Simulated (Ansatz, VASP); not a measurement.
**Two plane-wave programs on Cs**

```xyz
2
Lattice="0.0000 4.4753 4.4753 4.4753 0.0000 4.4753 4.4753 4.4753 0.0000" Properties=species:S:1:pos:R:3 pbc="T T T"
Cs   -1.1188   -1.1188   -1.1188
Cs    1.1188    1.1188    1.1188
```

Change from the starting cell: volume scaled by 0.58, PAW files.

Alike in both runs: task single point; functional LDA; k mesh 7 × 7 × 7; occupations fermi-dirac, width 0.08 eV; no spin polarisation.

```csv
,VASP,Ansatz
version,VASP 6.6.1,Ansatz 0.2.0
potentials or method,"VASP PAW LDA potentials, release 64 (Cs_sv)","PAW with Ansatz's default frozen-core files, scalar-relativistic"
plane-wave cutoff (eV),520,420
valence electrons in the cell,18,18
```

|  | VASP | Ansatz | Ansatz less VASP |
| --- | --- | --- | --- |
| pressure (GPa) | 0.5 | 0.6 | +0.01 |

LDA's correlation is that of Perdew and Zunger in VASP and of Perdew and Wang (1992) in Ansatz.

Neither program's run includes spin-orbit coupling.
